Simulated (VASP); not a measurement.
# SnH5 (P-6m2) in VASP: a series of runs

Runs on SnH5. Level: PBE. Tasks: single point.

Everything below comes from runs of VASP 6.6.1. Logs are shortened: lines on timing, memory, paths and dates and some standing lists are left out, and cuts for length are marked.

## (1) The cell of the first run

The structure is hexagonal, space group P-6m2 (No. 187). The conventional cell has a = 3.618 Å, b = 3.618 Å, c = 5.353 Å, α = 90.00°, β = 90.00°, γ = 120.00°. Within 3.0 Å of Sn (site symmetry -6m2) lie 8 H at 2.29 to 2.70 Å. H (site symmetry 3m) has 1 H at 0.97 Å within 1.3 Å. Within 1.1 Å of H (site symmetry 3m) lie 1 H at 0.78 Å. H (site symmetry -6m2) has 2 H at 0.97 Å within 1.3 Å.

## (2) Single point, PBE

Input file INCAR:

```
  PREC = Accurate
  ENCUT = 520
  EDIFF = 1E-7
  ISMEAR = 0
  SIGMA = 0.1
  LREAL = False
  LASPH = True
  NELM = 100
  ALGO = Normal
  ISIF = 2
  LWAVE = False
  LCHARG = False
  GGA = PE
  NBANDS = 18
```

Input file KPOINTS:

```
regular mesh
0
Gamma
  6 6 2
```

Input file POSCAR:

```
SnH5
1.0
    3.6179886405      0.0000000000      0.0000000000
   -1.8089943202      3.1332700732      0.0000000000
    0.0000000000      0.0000000000      5.3527113469
Sn H
1 5
Direct
    0.3333333333      0.6666666667      0.0000000000
    0.6666666667      0.3333333333      0.6816706880
    0.3333333333      0.6666666667      0.5725164361
    0.6666666667      0.3333333333      0.5000000000
    0.3333333333      0.6666666667      0.4274835639
    0.6666666667      0.3333333333      0.3183293120
```

Potentials or basis: VASP PAW PBE potentials, release 64 (Sn_d, H).

Run with:

```
$ cat potpaw_PBE.64/Sn_d/POTCAR potpaw_PBE.64/H/POTCAR > POTCAR
$ mpirun -np 1 vasp_std > vasp.out
```

OUTCAR:

```text
PREC = Accurate
   ENCUT = 520
   EDIFF = 1E-7
   ISMEAR = 0
   LREAL = False
   LASPH = True
   NELM = 100
   ISIF = 2
   GGA = PE

 ion  position               nearest neighbor table
   1  0.333  0.667  0.000-   3 2.29   5 2.29
   2  0.667  0.333  0.682-
   3  0.333  0.667  0.573-   5 0.78   1 2.29
   4  0.667  0.333  0.500-
   5  0.333  0.667  0.427-   3 0.78   1 2.29
   6  0.667  0.333  0.318-

  LATTYP: Found a hexagonal cell.
 ALAT       =     3.6179886405
 C/A-ratio  =     1.4794715735

  Lattice vectors:

 A1 = (   3.6179886405,   0.0000000000,   0.0000000000)
 A2 = (  -1.8089943202,   3.1332700732,   0.0000000000)
 A3 = (   0.0000000000,   0.0000000000,   5.3527113469)

Analysis of symmetry for initial positions (statically):
=====================================================================
 Subroutine PRICEL returns:
 Original cell was already a primitive cell.

 Routine SETGRP: Setting up the symmetry group for a
 hexagonal supercell.

 Subroutine GETGRP returns: Found 12 space group operations
 (whereof 12 operations were pure point group operations)
 out of a pool of 24 trial point group operations.

The static configuration has the point symmetry D_3h.

Analysis of symmetry for dynamics (positions and initial velocities):
=====================================================================
 Subroutine PRICEL returns:
 Original cell was already a primitive cell.

 Routine SETGRP: Setting up the symmetry group for a
 hexagonal supercell.

 Subroutine GETGRP returns: Found 12 space group operations
 (whereof 12 operations were pure point group operations)
 out of a pool of 24 trial point group operations.

The dynamic configuration has the point symmetry D_3h.

 Subroutine INISYM returns: Found 12 space group operations
 (whereof 12 operations are pure point group operations),
 and found     1 'primitive' translations

----------------------------------------------------------------------------------------

                                     Primitive cell

  volume of cell :      60.6791

  direct lattice vectors                    reciprocal lattice vectors
     3.617988641  0.000000000  0.000000000     0.276396667  0.159577690  0.000000000
    -1.808994320  3.133270073  0.000000000     0.000000000  0.319155380  0.000000000
     0.000000000  0.000000000  5.352711347     0.000000000  0.000000000  0.186821208

  length of vectors
     3.617988641  3.617988640  5.352711347     0.319155380  0.319155380  0.186821208

  position of ions in fractional coordinates (direct lattice)
     0.333333333  0.666666667  0.000000000
     0.666666667  0.333333333  0.681670688
     0.333333333  0.666666667  0.572516436
     0.666666667  0.333333333  0.500000000
     0.333333333  0.666666667  0.427483564
     0.666666667  0.333333333  0.318329312

  ion indices of the primitive-cell ions
   primitive index   ion index
                 1           1
                 2           2
                 3           3
                 4           4
                 5           5
                 6           6

----------------------------------------------------------------------------------------

 KPOINTS: regular mesh

Automatic generation of k-mesh.
 Grid dimensions read from file:
 generate k-points for:    6    6    2

 Generating k-lattice:

  Cartesian coordinates                     Fractional coordinates (reciprocal lattice)
     0.046066111  0.026596282  0.000000000     0.166666667  0.000000000  0.000000000
     0.000000000  0.053192563  0.000000000     0.000000000  0.166666667  0.000000000
     0.000000000  0.000000000  0.093410604     0.000000000  0.000000000  0.500000000

  Length of vectors
     0.053192563  0.053192563  0.093410604

  Shift w.r.t. Gamma in fractional coordinates (k-lattice)
     0.000000000  0.000000000  0.000000000

 Subroutine IBZKPT returns following result:
 ===========================================

 Found     14 irreducible k-points:

 Following reciprocal coordinates:
            Coordinates               Weight
  0.000000  0.000000  0.000000      1.000000
  0.166667  0.000000  0.000000      6.000000
  0.333333  0.000000  0.000000      6.000000
  0.500000  0.000000  0.000000      3.000000
  0.166667  0.166667  0.000000      6.000000
  0.333333  0.166667  0.000000     12.000000
  0.333333  0.333333  0.000000      2.000000
  0.000000  0.000000  0.500000      1.000000
  0.166667  0.000000  0.500000      6.000000
  0.333333  0.000000  0.500000      6.000000
  0.500000  0.000000  0.500000      3.000000
  0.166667  0.166667  0.500000      6.000000
  0.333333  0.166667  0.500000     12.000000
  0.333333  0.333333  0.500000      2.000000
   k-points           NKPTS =     14   k-points in BZ     NKDIM =     14   number of bands    NBANDS=     18
   number of dos      NEDOS =    301   number of ions     NIONS =      6
   total plane-waves  NPLWV =  31360
   dimension x,y,z NGX =    28 NGY =   28 NGZ =   40
   dimension x,y,z NGXF=    56 NGYF=   56 NGZF=   80
   ions per type =               1   5
   NGX,Y,Z   is equivalent  to a cutoff of  12.87, 12.87, 12.42 a.u.
   NGXF,Y,Z  is equivalent  to a cutoff of  25.73, 25.73, 24.85 a.u.
 SYSTEM =  unknown system
   PREC   = accura    normal or accurate (medium, high low for compatibility)
   ISTART =      0    job   : 0-new  1-cont  2-samecut
   ICHARG =      2    charge: 1-file 2-atom 10-const
   ISPIN  =      1    spin polarized calculation?
   LNONCOLLINEAR =      F non collinear calculations
   LSORBIT =      F    spin-orbit coupling
   LASPH  =      T    aspherical Exc in radial PAW
   ENCUT  =  520.0 eV  38.22 Ry    6.18 a.u.   6.73  6.73  9.95*2*pi/ulx,y,z
   NELM   =    100;   NELMIN=  2; NELMDL= -5     # of ELM steps
   EDIFF  = 0.1E-06   stopping-criterion for ELM
   LREAL  =      F    real-space projection
   EDIFFG = 0.1E-05   stopping-criterion for IOM
   NSW    =      0    number of steps for IOM
   IBRION =     -1    ionic relax: 0-MD 1-quasi-New 2-CG
   NFREE  =      0    steps in history (QN), initial steepest desc. (CG)
   ISIF   =      2    stress and relaxation
   ISYM   =      2    0-nonsym 1-usesym 2-fastsym
   POTIM  = 0.5000    time-step for ionic-motion
   TEBEG  =    0.0;   TEEND  =   0.0 temperature during run
   PSTRESS=    0.0 pullay stress
   NELECT =      19.0000    total number of electrons
   NUPDOWN=      -1.0000    fix difference up-down
   EMIN   =  10.00;   EMAX   =-10.00  energy-range for DOS
   EFERMI =   0.00;   METHOD = LEGACY
   ISMEAR =     0;   SIGMA  =   0.10  broadening in eV -4-tet -1-fermi 0-gaus
   EFERMI_NEDOS =   21; number of points for ismear=-14 and -15
   IALGO  =     38    algorithm
   IMIX   =      4    mixing-type and parameters
     AMIX     =   0.40;   BMIX     =  1.00
     AMIX_MAG =   1.60;   BMIX_MAG =  1.00
  volume/ion in A,a.u.               =      10.11        68.25
  Fermi-wavevector in a.u.,A,eV,Ry     =   1.111680  2.100770 16.814517  1.235832
  Thomas-Fermi vector in A             =   2.248246
   LORBIT       =      0    0 simple, 1 ext, 2 COOP (PROOUT), +10 PAW based schemes
   GGA     = PE    functional components
   LHFCALC =     F    Hartree Fock is set to
   AEXX    =    0.0000 exact exchange contribution
   IVDW    =     0    specifies the selected vdW correction
   LEPSILON=     F    determine dielectric tensor
   LRPA    =     F    only Hartree local field effects (RPA)
 non-spin polarized calculation
 Gauss-broadening in eV      SIGMA  =   0.10
  energy-cutoff  :      520.00
  volume of cell :       60.68
 maximum number of plane-waves:      1664
 NGX is ok and might be reduce to    28
   NGX = 13   NGY = 13   NGZ = 19

 number of electron      19.0000002 magnetization

 Free energy of the ion-electron system (eV)
  ---------------------------------------------------
  ext. energy  EPLUGINS =         0.00000000
  ---------------------------------------------------
  free energy    TOTEN  =       -18.39554927 eV

  energy without entropy =      -18.38639390  energy(sigma->0) =      -18.39097159

 E-fermi :   3.0817     XC(G=0):  -8.6293

 val. band max:        3.0520411382   @ k =   0.3333   0.1667   0.5000
 cond. band min:       3.1841495055   @ k =   0.0000   0.0000   0.5000
 fundamental gap:      0.1321083673
 Fermi energy:         3.0816781089

 k-point     1 :       0.0000    0.0000    0.0000
  band No.  band energies     occupation
      1     -18.8467      2.00000
      2     -18.7545      2.00000
      3     -18.7545      2.00000
      4     -18.7178      2.00000
      5     -18.7178      2.00000
      6      -8.0434      2.00000
[... 10 lines left out ...]
     17      13.1006      0.00000
     18      13.9441      0.00000

 k-point     2 :       0.1667    0.0000    0.0000
  band No.  band energies     occupation
      1     -18.8376      2.00000
      2     -18.7628      2.00000
      3     -18.7564      2.00000
      4     -18.7192      2.00000
      5     -18.7005      2.00000
      6      -7.7109      2.00000
[... 10 lines left out ...]
     17      13.6708      0.00000
     18      14.7346      0.00000

 k-point     3 :       0.3333    0.0000    0.0000
  band No.  band energies     occupation
      1     -18.8228      2.00000
      2     -18.7794      2.00000
      3     -18.7603      2.00000
      4     -18.7190      2.00000
      5     -18.6656      2.00000
      6      -6.7927      2.00000
[... 10 lines left out ...]
     17      14.0440      0.00000
     18      14.7186      0.00000

 k-point     4 :       0.5000    0.0000    0.0000
  band No.  band energies     occupation
      1     -18.8176      2.00000
      2     -18.7877      2.00000
      3     -18.7623      2.00000
      4     -18.7168      2.00000
      5     -18.6481      2.00000
      6      -5.9404      2.00000
[... 165 lines left out ...]
      4     -18.7177      2.00000
      5     -18.6778      2.00000
      6      -6.3988      2.00000
[... 10 lines left out ...]
     17      13.7138      0.00000
     18      14.3617      0.00000

 k-point    13 :       0.3333    0.1667    0.5000
  band No.  band energies     occupation
      1     -18.8081      2.00000
      2     -18.7840      2.00000
      3     -18.7668      2.00000
      4     -18.7097      2.00000
      5     -18.6608      2.00000
      6      -5.5077      2.00000
[... 10 lines left out ...]
     17      13.0333      0.00000
     18      15.7280      0.00000

 k-point    14 :       0.3333    0.3333    0.5000
  band No.  band energies     occupation
      1     -18.7999      2.00000
      2     -18.7792      2.00000
      3     -18.7766      2.00000
      4     -18.6841      2.00000
      5     -18.6824      2.00000
      6      -4.6135      2.00000
[... 10 lines left out ...]
     17      15.0728      0.00000
     18      15.6789      0.00000

------------------------ aborting loop because EDIFF is reached ----------------------------------------

  FORCE on cell =-STRESS in cart. coord.  units (eV):
  Direction    XX          YY          ZZ          XY          YZ          ZX
  --------------------------------------------------------------------------------------
  -------------------------------------------------------------------------------------
  Total       -0.0059692     -0.0059692     -0.1034687     -0.0000000      0.0000000      0.0000000
  in kB       -0.1576128     -0.1576128     -2.7319995     -0.0000000      0.0000000      0.0000000
  external PRESSURE =      -1.0157417 kB  Pullay stress =       0.0000000 kB

 VOLUME and BASIS-vectors are now :
 -----------------------------------------------------------------------------
  energy-cutoff  :      520.00
  volume of cell :       60.68
      direct lattice vectors                 reciprocal lattice vectors
     3.617988641  0.000000000  0.000000000     0.276396667  0.159577690  0.000000000
    -1.808994320  3.133270073  0.000000000     0.000000000  0.319155380  0.000000000
     0.000000000  0.000000000  5.352711347     0.000000000  0.000000000  0.186821208

 POSITION                                       TOTAL-FORCE (eV/Angst)
 -----------------------------------------------------------------------------------
     -0.00000      2.08885      0.00000         0.000000     -0.000000      0.000000
      1.80899      1.04442      3.64879        -0.000000     -0.000000     -0.001282
     -0.00000      2.08885      3.06452        -0.000000     -0.000000     -0.013080
      1.80899      1.04442      2.67636        -0.000000      0.000000      0.000000
     -0.00000      2.08885      2.28820        -0.000000     -0.000000      0.013080
      1.80899      1.04442      1.70392        -0.000000     -0.000000      0.001282
 -----------------------------------------------------------------------------------
    total drift:                                0.000000     -0.000000     -0.000000

  FREE ENERGIE OF THE ION-ELECTRON SYSTEM (eV)
  ---------------------------------------------------
  free  energy   TOTEN  =       -18.3955492721 eV

  energy  without entropy=      -18.3863939047  energy(sigma->0) =      -18.39097159
```

Wall time 8.8 s (1 thread of Intel Xeon 6975P-C (Granite Rapids), shared host); peak memory 0.17 GiB.

Results:

```yaml
Free_energy: -18.3955 eV
Pressure: -0.1 GPa
Largest_force: 0.013 eV/Å
```

Forces on the atoms (eV/Å):
```
Sn   0.000  0.000  0.000
H    0.000  0.000 -0.001
H    0.000  0.000 -0.013
H    0.000  0.000  0.000
H    0.000  0.000  0.013
H    0.000  0.000  0.001
```

Stress tensor (GPa, compression positive):
```
-0.02  0.00  0.00
 0.00 -0.02  0.00
 0.00  0.00 -0.27
```

Caveat: the k points lie up to 0.59 Å⁻¹ apart; spin-orbit coupling is left out, which moves the levels of the heavy elements.

## (3) Single point, PBE

This run uses another cell than the first one, of 13.41 Å³/atom, 1.326 times its volume.

Input file INCAR:

```
PREC = Accurate
ENCUT = 520
EDIFF = 1E-7
ISMEAR = 0
SIGMA = 0.1
LREAL = F
LASPH = T
NELM = 60
ALGO = Normal
ISIF = 2
LWAVE = F
LCHARG = F
GGA = PE
NBANDS = 18
```

KPOINTS is that of step 2.

Input file POSCAR:

```
SnH5
1.0
    2.6255880400      0.0000000000      0.0000000000
   -1.3127940200      2.2738259400      0.0000000000
    0.0000000000      0.0000000000     13.4769228700
Sn H
1 5
Direct
    0.3333333300      0.6666666700      0.0000000000
    0.6666666700      0.3333333300      0.8184250000
    0.3333333300      0.6666666700      0.6598208500
    0.6666666700      0.3333333300      0.5000000000
    0.3333333300      0.6666666700      0.3401791500
    0.6666666700      0.3333333300      0.1815750000
```

Potentials or basis: VASP PAW PBE potentials, release 64 (Sn_d, H).

Run with:

```
$ cat potpaw_PBE.64/Sn_d/POTCAR potpaw_PBE.64/H/POTCAR > POTCAR
$ mpirun -np 1 vasp_std > vasp.out
```

Run time: 11 s. Hardware: 1 thread of Intel Xeon 6975P-C (Granite Rapids), shared host; peak memory 0.19 GiB.

Results (log left out):

- Free energy: -7.9271 eV
- Pressure: 5.9 GPa
- Largest force: 0.649 eV/Å

Forces in eV/Å, atoms in the order of the input:
```
Sn   0.000  0.000  0.000
H    0.000  0.000  0.649
H    0.000  0.000 -0.104
H    0.000  0.000  0.000
H    0.000  0.000  0.104
H    0.000  0.000 -0.649
```

Stress tensor (GPa, compression positive):
```
 17.03   0.00   0.00
  0.00  17.03   0.00
  0.00   0.00 -16.26
```

Levels at points of the mesh, in eV from the Fermi level:
| k point | band 7 | band 8 | band 9 | band 10 | band 11 | band 12 |
| --- | --- | --- | --- | --- | --- | --- |
| (0.00, 0.00, 0.00) | -5.84 | -4.57 | -3.16 | -3.14 | -0.68 | 0.23 |
| (0.50, 0.00, 0.00) | -4.22 | -0.42 | 0.01 | 0.69 | 0.79 | 1.24 |
| (0.00, 0.00, 0.50) | -5.86 | -4.27 | -4.04 | -1.95 | -1.63 | 0.65 |
| (0.50, 0.00, 0.50) | -4.22 | -0.45 | 0.25 | 0.30 | 1.02 | 1.19 |

Caveat: the k points lie up to 0.46 Å⁻¹ apart; spin-orbit coupling is left out, which moves the levels of the heavy elements.
